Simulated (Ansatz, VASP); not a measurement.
# Two plane-wave programs on MgSnSb2

The input INCAR:

```
SYSTEM = MgSnSb2
PREC = Accurate
ENCUT = 520
EDIFF = 1E-7
ISMEAR = -1
SIGMA = 0.02
LREAL = .False.
LASPH = .True.
NELM = 80
ALGO = Normal
ISIF = 2
LWAVE = .False.
LCHARG = .False.
NBANDS = 21
```

Contents of KPOINTS:

```
regular mesh
0
Gamma
  6 6 4
  0 0 0
```

File POSCAR:

```
MgSnSb2
1.0
    4.6004806803      0.0000000000      0.0000000000
    0.0000000000      4.6004806803      0.0000000000
    0.0000000000      0.0000000000      6.5552380318
Mg Sb Sn
1 2 1
Direct
    0.0000000000      0.0000000000      0.0000000000
    0.0000000000      0.5000000000      0.2428810204
    0.5000000000      0.0000000000      0.7571189796
    0.5000000000      0.5000000000      0.5000000000
```

Input for Ansatz:

```yaml
crystal:
  lattice:
    - [4.6004806803, 0.0, 0.0]
    - [0.0, 4.6004806803, 0.0]
    - [0.0, 0.0, 6.5552380318]
  atoms:
    - { symbol: Mg, position: [0.0, 0.0, 0.0] }
    - { symbol: Sb, position: [0.0, 0.5, 0.2428810204] }
    - { symbol: Sn, position: [0.5, 0.5, 0.5] }
    - { symbol: Sb, position: [0.5, 0.0, 0.7571189796] }
kpoints:
  mp_grid: { grid: [6, 6, 4] }
  band_path:
    path:
      - [0.0, 0.0, 0.0]
      - [0.0, 0.5, 0.0]
      - [0.5, 0.5, 0.0]
      - [0.0, 0.0, 0.5]
      - [0.0, 0.5, 0.5]
      - [0.5, 0.5, 0.5]
    npoints: 1
hamiltonian:
  xc: lda
scf:
  occupations: { method: fermi_dirac, width: 0.02 }
  n_extra_bands: 5
output:
  forces: true
  stress: true
  eigenvalues: true
```

Alike in both runs: task single point; functional LDA; k mesh 6 × 6 × 4; occupations fermi-dirac, width 0.02 eV; no spin polarisation.

|  | VASP | Ansatz |
| --- | --- | --- |
| version | VASP 6.6.1 | Ansatz 0.2.0 |
| potentials or method | VASP PAW LDA potentials, release 64 (Mg, Sb, Sn_d) | plane waves, PAW |
| plane-wave cutoff (eV) | 520 | 420 |
| valence electrons in the cell | 26 | 54 |

```csv
,VASP,Ansatz,Ansatz less VASP
pressure (GPa),-1.6,-1.6,-0.02
rms of the force components (eV/Å),0.005,0.003,-0.0020
```

LDA's correlation is that of Perdew and Zunger in VASP and of Perdew and Wang (1992) in Ansatz. VASP's potentials hold 26 valence electrons a cell and Ansatz's 54, so a difference there can come from the potentials and not from the codes.

Neither program's run includes spin-orbit coupling.
